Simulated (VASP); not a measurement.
Set up this calculation in VASP 6.6.1, as the native input.

| Property | Result |
| --- | --- |
| Task | single point |
| Functional | HSE06 |
| Potentials or basis | VASP PAW PBE potentials, release 64 (Pb_d, Se) |
| Cutoff | 520 eV |
| k mesh | 4 × 4 × 4 |
| Occupations | gaussian, width 0.01 eV |
| Spin | no spin polarisation |
| Dipole correction | no |
| Grid for exact exchange (PRECFOCK) | Normal |
| Further INCAR settings | ALGO = Normal; EDIFF = 1e-07; NBANDS = 17 |
| Share of exact exchange | 0.25 |
| Screening parameter | 0.2079 1/Å |

The system is PbSe.

```
CELL_PARAMETERS angstrom
0.00000 3.08870 3.08870
3.08870 0.00000 3.08870
3.08870 3.08870 0.00000
ATOMIC_POSITIONS crystal
Pb 0.00000 0.00000 0.00000
Se 0.50000 0.50000 0.50000
```

The input as run:

POSCAR

```
PbSe
1.0
    0.0000000000      3.0887022205      3.0887022205
    3.0887022205      0.0000000000      3.0887022205
    3.0887022205      3.0887022205      0.0000000000
Pb Se
1 1
Direct
    0.0000000000      0.0000000000      0.0000000000
    0.5000000000      0.5000000000      0.5000000000
```

INCAR.step1

```
PREC = Accurate
ENCUT = 520
EDIFF = 1E-5
ISMEAR = 0
SIGMA = 0.01
LREAL = F
LASPH = T
NELM = 80
ALGO = Normal
ISIF = 2
LWAVE = T
LCHARG = F
NBANDS = 17
GGA = PE
```

INCAR.step2

```
PREC = Accurate
ENCUT = 520
EDIFF = 1E-7
ISMEAR = 0
SIGMA = 0.01
LREAL = F
LASPH = T
NELM = 80
ALGO = Normal
ISIF = 2
LWAVE = F
LCHARG = F
GGA = PE
LHFCALC = T
HFSCREEN = 0.2079
PRECFOCK = Normal
NBANDS = 17
ISTART = 1
```

KPOINTS

```
Automatic mesh
0
Gamma
  4 4 4
```

Potentials or basis: VASP PAW PBE potentials, release 64 (Pb_d, Se).

Launch:

```bash
$ cat potpaw_PBE.64/Pb_d/POTCAR potpaw_PBE.64/Se/POTCAR > POTCAR
$ cp INCAR.step1 INCAR
$ mpirun -np 1 vasp_std > vasp.out
$ cp INCAR.step2 INCAR
$ mpirun -np 1 vasp_std > vasp.out
```

It gave:

* Pressure: -0.2 GPa
* Band gap on the k mesh: 0.81 eV

Caveat: the k points lie up to 0.44 Å⁻¹ apart; the PAW data sets were made with another functional, which shifts forces and pressure a little; spin-orbit coupling is left out, which moves the levels of the heavy elements.

Run time: 16 min on 1 thread of Intel(R) Xeon(R) Platinum 8259CL CPU @ 2.50GHz (Skylake/Cascade Lake), on a shared host, peak memory 0.3 GiB.
